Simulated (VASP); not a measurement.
# Al36N37 (a cell with a defect) in VASP: relaxation of the atoms with PBE

Aim: the relaxation of the atoms of Al36N37 (a cell with a defect) with PBE.

Everything below comes from runs of VASP 6.6.1. Logs are shortened: lines on timing, memory, paths and dates and some standing lists are left out, and cuts for length are marked.

## 1. The cell of the first run

The cell holds a defect, 73 atoms: a = 9.391 Å, b = 9.391 Å, c = 10.036 Å, α = 90.00°, β = 90.00°, γ = 120.00°.

## 2. Relaxation of the atoms, PBE (with an interstitial atom)

INCAR reads:

```
  PREC = Accurate
  ENCUT = 520
  EDIFF = 1E-6
  ISMEAR = 0
  SIGMA = 0.01
  LREAL = Auto
  LASPH = True
  NELM = 60
  ALGO = Normal
  ISIF = 2
  LWAVE = False
  LCHARG = False
  GGA = PE
  IBRION = 2
  NSW = 65
  EDIFFG = -0.025
  NELECT = 294.0
```

KPOINTS reads:

```
Automatic mesh
0
Gamma
  1 1 1
```

POSCAR reads:

```
Al36N37
1.0
    9.3906252598      0.0000000000      0.0000000000
   -4.6953126299      8.1325200324      0.0000000000
    0.0000000000      0.0000000000     10.0360866438
Al N
36 37
Direct
    0.2232700163      0.1116350081      0.2517291588
    0.2236317970      0.1118158985      0.7448678848
    0.2253931883      0.4507863766      0.2527859110
    0.2219755689      0.4439511378      0.7503244461
    0.2253931883      0.7746068117      0.2527859110
    0.2219755689      0.7780244311      0.7503244461
    0.5552832359      0.1105664718      0.2491943042
    0.5558616091      0.1117232183      0.7498779606
    0.5552832359      0.4447167641      0.2491943042
    0.5558616091      0.4441383909      0.7498779606
    0.5492136234      0.7746068117      0.2527859110
    0.5560488622      0.7780244311      0.7503244461
    0.8883649919      0.1116350081      0.2517291588
    0.8881841015      0.1118158985      0.7448678848
    0.8894335282      0.4447167641      0.2491943042
    0.8882767817      0.4441383909      0.7498779606
    0.8883649919      0.7767299837      0.2517291588
    0.8881841015      0.7763682030      0.7448678848
    0.1115611330      0.2231222660      0.4986918731
    0.1103595624      0.2207191248      0.9980791682
    0.1106299622      0.5553149811      0.5018607333
    0.1110951283      0.5555475641      0.9995857017
    0.1115611330      0.8884388670      0.4986918731
    0.1103595624      0.8896404376      0.9980791682
    0.4455879859      0.2227939930      0.4988513576
    0.4466611814      0.2233305907      0.9992220797
    0.4446850189      0.5553149811      0.5018607333
    0.4444524359      0.5555475641      0.9995857017
    0.4446850189      0.8893700378      0.5018607333
    0.4444524359      0.8889048717      0.9995857017
    0.7772060070      0.2227939930      0.4988513576
    0.7766694093      0.2233305907      0.9992220797
    0.7772060070      0.5544120141      0.4988513576
    0.7766694093      0.5533388186      0.9992220797
    0.7768777340      0.8884388670      0.4986918731
    0.7792808752      0.8896404376      0.9980791682
    0.2228111575      0.1114055787      0.4421069660
    0.2316436764      0.1158218382      0.9332830674
    0.2232429435      0.4464858870      0.4431452824
    0.2220404070      0.4440808140      0.9415295985
    0.2232429435      0.7767570565      0.4431452824
    0.2220404070      0.7779595930      0.9415295985
    0.5552537551      0.1105075101      0.4400877039
    0.5556017240      0.1112034481      0.9411051583
    0.5552537551      0.4447462449      0.4400877039
    0.5556017240      0.4443982760      0.9411051583
    0.5535141130      0.7767570565      0.4431452824
    0.5559191860      0.7779595930      0.9415295985
    0.8885944213      0.1114055787      0.4421069660
    0.8841781618      0.1158218382      0.9332830674
    0.8894924899      0.4447462449      0.4400877039
    0.8887965519      0.4443982760      0.9411051583
    0.8885944213      0.7771888425      0.4421069660
    0.8841781618      0.7683563236      0.9332830674
    0.1156787223      0.2313574446      0.1995498178
    0.1113792744      0.2227585487      0.6892792860
    0.1114970253      0.5557485127      0.1911410864
    0.1107129997      0.5553564998      0.6924526312
    0.1156787223      0.8843212777      0.1995498178
    0.1113792744      0.8886207256      0.6892792860
    0.4442499263      0.2221249632      0.1906025270
    0.4463365377      0.2231682688      0.6888788887
    0.4442514873      0.5557485127      0.1911410864
    0.4446435002      0.5553564998      0.6924526312
    0.4442514873      0.8885029747      0.1911410864
    0.4446435002      0.8892870003      0.6924526312
    0.7778750368      0.2221249632      0.1906025270
    0.7768317312      0.2231682688      0.6888788887
    0.7778750368      0.5557500737      0.1906025270
    0.7768317312      0.5536634623      0.6888788887
    0.7686425554      0.8843212777      0.1995498178
    0.7772414513      0.8886207256      0.6892792860
    0.0000000000      0.0000000000      0.0794688886
```

Potentials or basis: VASP PAW PBE potentials, release 64 (Al, N).

Started as:

```bash
> cat potpaw_PBE.64/Al/POTCAR potpaw_PBE.64/N/POTCAR > POTCAR
> mpirun -np 1 vasp_gam > vasp.out
```

OUTCAR:

```text
PREC = Accurate
   ENCUT = 520
   EDIFF = 1E-6
   ISMEAR = 0
   LREAL = Auto
   LASPH = True
   NELM = 60
   ISIF = 2
   GGA = PE
   IBRION = 2
   NSW = 65
   EDIFFG = -0.025
   NELECT = 294.0

 ion  position               nearest neighbor table
   1  0.223  0.112  0.252-  61 1.90  37 1.91  59 1.92  55 1.92  73 2.51  25 3.07  23 3.07  19 3.07
                            26 3.12  24 3.12  20 3.12   7 3.12   9 3.12  17 3.14  13 3.14   5 3.17
   2  0.224  0.112  0.745-  38 1.89  62 1.90  56 1.90  60 1.90  25 3.06  23 3.07  19 3.07  24 3.12
                            20 3.12   8 3.12  10 3.12   6 3.13   4 3.13  26 3.13  18 3.15  14 3.15
   3  0.225  0.451  0.253-  55 1.86  63 1.88  57 1.88  39 1.91   5 3.04  11 3.04  21 3.07  27 3.07
                            19 3.09  22 3.10  28 3.10   9 3.13  15 3.13  20 3.17  13 3.17   1 3.17
   4  0.222  0.444  0.750-  56 1.90  58 1.90  64 1.90  40 1.92  20 3.08  21 3.08  27 3.08  22 3.09
                            28 3.09  19 3.10  14 3.13   2 3.13  10 3.13  16 3.13   6 3.14  12 3.14
   5  0.225  0.775  0.253-  59 1.86  57 1.88  65 1.88  41 1.91   3 3.04  11 3.04  21 3.07  29 3.07
                            23 3.09  22 3.10  30 3.10   7 3.13  15 3.13  24 3.17   1 3.17  17 3.17
   6  0.222  0.778  0.750-  60 1.90  58 1.90  66 1.90  42 1.92  24 3.08  21 3.08  29 3.08  22 3.09
                            30 3.09  23 3.10   2 3.13  18 3.13  16 3.13   8 3.13   4 3.14  12 3.14
   7  0.555  0.111  0.249-  65 1.90  67 1.90  61 1.90  43 1.92  30 3.09  31 3.09  25 3.09  26 3.09
                            32 3.09  29 3.11   1 3.12  13 3.12   5 3.13  11 3.13   9 3.14  15 3.14
   8  0.556  0.112  0.750-  62 1.90  68 1.90  66 1.90  44 1.92  29 3.08  26 3.08  32 3.08  30 3.09
                            31 3.10  25 3.10   2 3.12  14 3.12  10 3.12  16 3.12   6 3.13  12 3.13
   9  0.555  0.445  0.249-  63 1.90  61 1.90  69 1.90  45 1.92  28 3.09  25 3.09  33 3.09  26 3.09
[... 89 lines left out ...]
  71  0.769  0.884  0.200-  11 1.86  13 1.92  17 1.92  36 2.02
  72  0.777  0.889  0.689-  18 1.90  14 1.90  12 1.90  35 1.91
  73  0.000  0.000  0.079-  20 1.97  24 1.97  36 1.97  13 2.51  17 2.51   1 2.51

  LATTYP: Found a hexagonal cell.
 ALAT       =     9.3906252598
 C/A-ratio  =     1.0687346546

  Lattice vectors:

 A1 = (   9.3906252598,   0.0000000000,   0.0000000000)
 A2 = (  -4.6953126299,   8.1325200324,   0.0000000000)
 A3 = (   0.0000000000,   0.0000000000,  10.0360866438)

Analysis of symmetry for initial positions (statically):
=====================================================================
 Subroutine PRICEL returns:
 Original cell was already a primitive cell.

 Routine SETGRP: Setting up the symmetry group for a
 hexagonal supercell.

 Subroutine GETGRP returns: Found  6 space group operations
 (whereof  6 operations were pure point group operations)
 out of a pool of 24 trial point group operations.

The static configuration has the point symmetry C_3v.

Analysis of symmetry for dynamics (positions and initial velocities):
=====================================================================
 Subroutine PRICEL returns:
 Original cell was already a primitive cell.

 Routine SETGRP: Setting up the symmetry group for a
 hexagonal supercell.

 Subroutine GETGRP returns: Found  6 space group operations
 (whereof  6 operations were pure point group operations)
 out of a pool of 24 trial point group operations.

The dynamic configuration has the point symmetry C_3v.

 Subroutine INISYM returns: Found  6 space group operations
 (whereof  6 operations are pure point group operations),
 and found     1 'primitive' translations

----------------------------------------------------------------------------------------

                                     Primitive cell

[... 192 lines left out ...]
   total plane-waves  NPLWV = 392000
   dimension x,y,z NGX =    70 NGY =   70 NGZ =   80
   dimension x,y,z NGXF=   140 NGYF=  140 NGZF=  160
   ions per type =              36  37
   NGX,Y,Z   is equivalent  to a cutoff of  12.39, 12.39, 13.25 a.u.
   NGXF,Y,Z  is equivalent  to a cutoff of  24.78, 24.78, 26.50 a.u.
 SYSTEM =  unknown system
   PREC   = accura    normal or accurate (medium, high low for compatibility)
   ISTART =      0    job   : 0-new  1-cont  2-samecut
   ICHARG =      2    charge: 1-file 2-atom 10-const
   ISPIN  =      1    spin polarized calculation?
   LNONCOLLINEAR =      F non collinear calculations
   LSORBIT =      F    spin-orbit coupling
   LASPH  =      T    aspherical Exc in radial PAW
   ENCUT  =  520.0 eV  38.22 Ry    6.18 a.u.  17.46 17.46 18.66*2*pi/ulx,y,z
   NELM   =     60;   NELMIN=  2; NELMDL= -5     # of ELM steps
   EDIFF  = 0.1E-05   stopping-criterion for ELM
   LREAL  =      T    real-space projection
   EDIFFG = -.3E-01   stopping-criterion for IOM
   NSW    =     65    number of steps for IOM
   IBRION =      2    ionic relax: 0-MD 1-quasi-New 2-CG
   NFREE  =      1    steps in history (QN), initial steepest desc. (CG)
   ISIF   =      2    stress and relaxation
   ISYM   =      2    0-nonsym 1-usesym 2-fastsym
   POTIM  = 0.5000    time-step for ionic-motion
   TEBEG  =    0.0;   TEEND  =   0.0 temperature during run
   PSTRESS=    0.0 pullay stress
   NELECT =     294.0000    total number of electrons
   NUPDOWN=      -1.0000    fix difference up-down
   EMIN   =  10.00;   EMAX   =-10.00  energy-range for DOS
   EFERMI =   0.00;   METHOD = LEGACY
   ISMEAR =     0;   SIGMA  =   0.01  broadening in eV -4-tet -1-fermi 0-gaus
   EFERMI_NEDOS =   21; number of points for ismear=-14 and -15
   IALGO  =     38    algorithm
   IMIX   =      4    mixing-type and parameters
     AMIX     =   0.40;   BMIX     =  1.00
     AMIX_MAG =   1.60;   BMIX_MAG =  1.00
  volume/ion in A,a.u.               =      10.50        70.85
  Fermi-wavevector in a.u.,A,eV,Ry     =   1.189495  2.247819 19.250858  1.414898
  Thomas-Fermi vector in A             =   2.325601
   LORBIT       =      0    0 simple, 1 ext, 2 COOP (PROOUT), +10 PAW based schemes
   GGA     = PE    functional components
   LHFCALC =     F    Hartree Fock is set to
   AEXX    =    0.0000 exact exchange contribution
   IVDW    =     0    specifies the selected vdW correction
   LEPSILON=     F    determine dielectric tensor
   LRPA    =     F    only Hartree local field effects (RPA)
 conjugate gradient relaxation of ions
 non-spin polarized calculation
 Gauss-broadening in eV      SIGMA  =   0.01
  energy-cutoff  :      520.00
  volume of cell :      766.45
 maximum number of plane-waves:     10342
 NGX is ok and might be reduce to    70
   NGX = 35   NGY = 35   NGZ = 37

--------------------------------------- Ionic step        1  -------------------------------------------

 number of electron     293.9999990 magnetization

 Free energy of the ion-electron system (eV)
  ---------------------------------------------------
  ext. energy  EPLUGINS =         0.00000000
  ---------------------------------------------------
  free energy    TOTEN  =      -524.69541111 eV

  energy without entropy =     -524.68226462  energy(sigma->0) =     -524.68883786

------------------------ aborting loop because EDIFF is reached ----------------------------------------

  FORCE on cell =-STRESS in cart. coord.  units (eV):
  Direction    XX          YY          ZZ          XY          YZ          ZX
  --------------------------------------------------------------------------------------
  -------------------------------------------------------------------------------------
  Total       23.5852560     23.5852560     15.4849616      0.0000000      0.0000000      0.0000000
  in kB       49.3022935     49.3022935     32.3695500      0.0000000      0.0000000      0.0000000
  external PRESSURE =      43.6580457 kB  Pullay stress =       0.0000000 kB
[... 302 lines left out ...]
  FREE ENERGIE OF THE ION-ELECTRON SYSTEM (eV)
  ---------------------------------------------------
  free  energy   TOTEN  =      -525.2010403466 eV

  energy  without entropy=     -525.1921602324  energy(sigma->0) =     -525.19660029

[... ionic steps 4 to 12 ...]

--------------------------------------- Ionic step       13  -------------------------------------------

 number of electron     294.0000005 magnetization

------------------------ aborting loop because EDIFF is reached ----------------------------------------
[... 209 lines left out ...]
--------------------------------------- Ionic step       15  -------------------------------------------

 number of electron     294.0000006 magnetization

 Free energy of the ion-electron system (eV)
  ---------------------------------------------------
  ext. energy  EPLUGINS =         0.00000000
  ---------------------------------------------------
  free energy    TOTEN  =      -525.43189042 eV

  energy without entropy =     -525.43189042  energy(sigma->0) =     -525.43189042

 E-fermi :   7.5585     XC(G=0): -10.8887

 val. band max:        7.4978642459   @ k =   0.0000   0.0000   0.0000
 cond. band min:       7.6426934085   @ k =   0.0000   0.0000   0.0000
 fundamental gap:      0.1448291626
 Fermi energy:         7.5584720457

 k-point     1 :       0.0000    0.0000    0.0000
  band No.  band energies     occupation
      1      -9.1569      2.00000
      2      -8.4508      2.00000
      3      -8.1782      2.00000
      4      -8.0377      2.00000
      5      -7.8609      2.00000
      6      -7.8556      2.00000
[... 151 lines left out ...]
    158      11.9059      0.00000
    159      11.9713      0.00000
 [bands above 159 left out]

------------------------ aborting loop because EDIFF is reached ----------------------------------------

  FORCE on cell =-STRESS in cart. coord.  units (eV):
  Direction    XX          YY          ZZ          XY          YZ          ZX
  --------------------------------------------------------------------------------------
  -------------------------------------------------------------------------------------
  Total       23.6396514     23.6396514     18.7653759      0.0000000      0.0000000      0.0000000
  in kB       49.4160009     49.4160009     39.2268828      0.0000000      0.0000000      0.0000000
  external PRESSURE =      46.0196282 kB  Pullay stress =       0.0000000 kB
[... 88 lines left out ...]
  FREE ENERGIE OF THE ION-ELECTRON SYSTEM (eV)
  ---------------------------------------------------
  free  energy   TOTEN  =      -525.4318904214 eV

  energy  without entropy=     -525.4318904214  energy(sigma->0) =     -525.43189042

 reached required accuracy - stopping structural energy minimisation
```

It took 28 min on 1 thread of AMD EPYC 7R13 (Zen 3), shared host; peak memory 0.82 GiB.

Results:

```
Free energy                  : -525.4319 eV
Energy gained by relaxing    : 10.1 meV/atom
Ionic steps                  : 15
Largest force after relaxing : 0.024 eV/Å
```

Forces in eV/Å, atoms in the order of the input:
```
Al  -0.009 -0.005  0.000
Al   0.004  0.003 -0.021
Al   0.000 -0.003  0.007
Al   0.000  0.002 -0.004
Al  -0.003  0.002  0.007
Al   0.002 -0.001 -0.004
Al   0.000  0.006 -0.002
Al   0.000 -0.009  0.001
Al   0.005 -0.003 -0.002
Al  -0.007  0.004  0.001
Al   0.003  0.002  0.007
Al  -0.002 -0.001 -0.004
Al   0.009 -0.005  0.000
Al  -0.004  0.003 -0.021
Al  -0.005 -0.003 -0.002
Al   0.007  0.004  0.001
Al   0.000  0.010  0.000
Al   0.000 -0.005 -0.021
Al   0.000 -0.004  0.009
Al   0.000 -0.003  0.001
Al  -0.008 -0.005 -0.007
Al  -0.004 -0.003  0.000
Al  -0.004  0.002  0.009
Al  -0.003  0.002  0.001
Al  -0.013 -0.008  0.004
Al  -0.003 -0.002 -0.001
Al   0.008 -0.005 -0.007
Al   0.004 -0.003  0.000
Al   0.000  0.010 -0.007
Al   0.000  0.005  0.000
Al   0.013 -0.008  0.004
Al   0.003 -0.002 -0.001
Al   0.000  0.015  0.004
Al   0.000  0.004 -0.001
Al   0.004  0.002  0.009
Al   0.003  0.002  0.001
N   -0.011 -0.007 -0.004
N   -0.008 -0.005  0.006
N    0.000  0.005  0.001
N    0.000  0.017  0.014
N    0.004 -0.002  0.001
N    0.015 -0.008  0.014
N    0.000  0.000  0.001
N    0.000 -0.007  0.011
N    0.000  0.000  0.001
N   -0.006  0.003  0.011
N   -0.004 -0.002  0.001
N   -0.015 -0.008  0.014
N    0.011 -0.007 -0.004
N    0.008 -0.005  0.006
N    0.000  0.000  0.001
N    0.006  0.003  0.011
N    0.000  0.013 -0.004
N    0.000  0.010  0.006
N    0.000  0.007  0.005
N    0.000  0.006 -0.004
N    0.004  0.002 -0.007
N    0.006  0.004  0.009
N    0.006 -0.004  0.005
N    0.006 -0.003 -0.004
N   -0.002 -0.001 -0.005
N    0.007  0.004 -0.005
N   -0.004  0.002 -0.007
N   -0.006  0.004  0.009
N    0.000 -0.004 -0.007
N    0.000 -0.007  0.009
N    0.002 -0.001 -0.005
N   -0.007  0.004 -0.005
N    0.000  0.002 -0.005
N    0.000 -0.008 -0.005
N   -0.006 -0.004  0.005
N   -0.006 -0.003 -0.004
N    0.000  0.000 -0.024
```

The path:
```tsv
step	energy change (eV)	largest force (eV/Å)	pressure (GPa)
1	0.0000	1.9700	4.37
2	-0.2378	1.8879	4.85
3	-0.5056	1.0289	4.52
4	-0.6494	0.4775	4.56
5	-0.6515	0.4620	4.57
6	-0.7032	0.1920	4.57
7	-0.7034	0.1848	4.57
8	-0.7258	0.1128	4.60
9	-0.7259	0.1212	4.60
10	-0.7329	0.0632	4.60
11	-0.7330	0.0694	4.60
12	-0.7353	0.0439	4.61
13	-0.7353	0.0541	4.61
14	-0.7365	0.0272	4.60
15	-0.7365	0.0245	4.60
```

Final structure:
```
Al N
1.0
     9.39063    0.00000    0.00000
    -4.69531    8.13252    0.00000
     0.00000    0.00000   10.03609
Al N
36 37
Direct
  0.22201 0.11100 0.25160
  0.22427 0.11213 0.74255
  0.22506 0.45011 0.25436
  0.22109 0.44217 0.75242
  0.22506 0.77494 0.25436
  0.22109 0.77891 0.75242
  0.55511 0.11023 0.24819
  0.55613 0.11226 0.75012
  0.55511 0.44489 0.24819
  0.55613 0.44387 0.75012
  0.54989 0.77494 0.25436
  0.55783 0.77891 0.75242
  0.88900 0.11100 0.25160
  0.88787 0.11213 0.74255
  0.88977 0.44489 0.24819
  0.88774 0.44387 0.75012
  0.88900 0.77799 0.25160
  0.88787 0.77573 0.74255
  0.11182 0.22365 0.49707
  0.10754 0.21508 0.00328
  0.11094 0.55547 0.50346
  0.11112 0.55556 0.00020
  0.11182 0.88818 0.49707
  0.10754 0.89246 0.00328
  0.44609 0.22304 0.49780
  0.44580 0.22290 0.99775
  0.44453 0.55547 0.50346
  0.44444 0.55556 0.00020
  0.44453 0.88906 0.50346
  0.44444 0.88888 0.00020
  0.77695 0.22304 0.49780
  0.77710 0.22290 0.99775
  0.77696 0.55391 0.49780
  0.77710 0.55420 0.99775
  0.77635 0.88818 0.49707
  0.78492 0.89246 0.00328
  0.22379 0.11190 0.44271
  0.23681 0.11840 0.92667
  0.22401 0.44802 0.44498
  0.22113 0.44226 0.94368
  0.22401 0.77599 0.44498
  0.22113 0.77887 0.94368
  0.55497 0.10993 0.43919
  0.55563 0.11126 0.94136
  0.55497 0.44503 0.43919
  0.55563 0.44437 0.94136
  0.55198 0.77599 0.44498
  0.55774 0.77887 0.94368
  0.88810 0.11190 0.44271
  0.88160 0.11840 0.92667
  0.89007 0.44503 0.43919
  0.88874 0.44437 0.94136
  0.88810 0.77621 0.44271
  0.88160 0.76319 0.92667
  0.11582 0.23164 0.20655
  0.11155 0.22311 0.68707
  0.11186 0.55593 0.19187
  0.11073 0.55537 0.69410
  0.11582 0.88418 0.20655
  0.11155 0.88845 0.68707
  0.44388 0.22194 0.18996
  0.44780 0.22390 0.68664
  0.44407 0.55593 0.19187
  0.44463 0.55537 0.69410
  0.44407 0.88814 0.19187
  0.44463 0.88927 0.69410
  0.77806 0.22194 0.18996
  0.77610 0.22390 0.68664
  0.77806 0.55612 0.18996
  0.77610 0.55220 0.68664
  0.76836 0.88418 0.20655
  0.77689 0.88845 0.68707
  0.00000 0.00000 0.06337
```

Caveat: the k points lie up to 0.77 Å⁻¹ apart; the cell carries a net charge on a neutralising background, which shifts energy and pressure; the cell differs from its parent crystal (with an interstitial atom); the cell is charged against a uniform background, so pressure and absolute levels hang on convention.
